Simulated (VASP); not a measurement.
Crystal: Bi.

```xyz
4
Lattice="5.1853 0.0000 0.0000 0.0000 5.1853 0.0000 0.0000 0.0000 5.1853" Properties=species:S:1:pos:R:3 pbc="T T T"
Bi    2.5927    2.5927    2.5927
Bi    0.0000    2.5927    2.5927
Bi    2.5927    0.0000    2.5927
Bi    2.5927    2.5927    0.0000
```

```yaml
Program: VASP 6.6.1
Task: relaxation of cell and atoms
Functional: PBE
Potentials_or_basis: VASP PAW PBE potentials, release 64 (Bi_d)
Cutoff: 600 eV
k_mesh: 4 × 4 × 4
Occupations: gaussian, width 0.1 eV
Spin: no spin polarisation
```

At the start: pressure 30.8 GPa; volume 34.86 Å³/atom.

Question: How do energy, volume and symmetry change on relaxing?

Answer: Over 5 steps the energy falls by 1306.9 meV/atom and the volume is 56.74 Å³/atom (+62.8 %); space group Pm-3m (No. 221, to 0.05 Å).

Step by step:
```tsv
step	energy change (eV)	largest force (eV/Å)	pressure (GPa)	volume (Å³)
1	0.0000	0.0000	30.82	139.42
2	-3.8391	0.0000	-3.25	323.19
3	-5.2241	0.0000	0.33	223.54
4	-5.2260	0.0000	-0.21	229.26
5	-5.2275	0.0000	0.00	226.97
```

Final structure:
```
Bi
1.0
     6.09987    0.00000    0.00000
     0.00000    6.09987    0.00000
     0.00000    0.00000    6.09987
Bi
4
Cartesian
  3.0499 3.0499 3.0499
  0.0000 3.0499 3.0499
  3.0499 0.0000 3.0499
  3.0499 3.0499 0.0000
```

Caveat: the volume moved by over 15 % at a fixed basis, so the end points are rough.
